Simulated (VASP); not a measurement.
ScSi2: single point with PBE

ScSi2:

```
Sc Si
1.0
     3.61053    0.00000    0.00000
    -1.80527    3.12681    0.00000
     0.00000    0.00000    3.81770
Sc Si
1 2
Direct
  0.00000 0.00000 0.00000
  0.66667 0.33333 0.50000
  0.33333 0.66667 0.50000
```

```
Program                : VASP 6.6.1
Task                   : single point
Functional             : PBE
Potentials or basis    : VASP PAW PBE potentials, release 64 (Sc_sv, Si)
Cutoff                 : 520 eV
k mesh                 : 8 × 8 × 7
Occupations            : fermi-dirac, width 0.05 eV
Spin                   : no spin polarisation
Dipole correction      : no
Further INCAR settings : ALGO = Normal; EDIFF = 1e-06; NBANDS = 16
```

```json
{"Pressure": "33.8 GPa", "Band gap on the k mesh": "zero (an odd number of electrons rules out a gap without spin polarisation)"}
```

Stress tensor (GPa, compression positive):
```
48.06  0.00  0.00
 0.00 48.06  0.00
 0.00  0.00  5.30
```

Levels at points of the mesh, in eV from the Fermi level:
| k point | band 5 | band 6 | band 7 | band 8 | band 9 | band 10 | band 11 | band 12 | band 13 | band 14 |
| --- | --- | --- | --- | --- | --- | --- | --- | --- | --- | --- |
| (0.00, 0.00, 0.00) | -14.15 | -3.63 | -3.55 | -3.55 | -2.22 | 1.07 | 1.07 | 1.43 | 1.69 | 1.69 |
| (0.50, 0.00, 0.00) | -11.09 | -10.00 | -4.60 | -3.35 | -2.89 | 0.50 | 0.75 | 2.40 | 2.57 | 2.71 |

Wall time 24 s on 1 thread of Intel(R) Xeon(R) Platinum 8259CL CPU @ 2.50GHz (Skylake/Cascade Lake), on a shared host, peak memory 0.17 GiB.

Caveat: the stress differs along the axes, from 5 to 48 GPa.
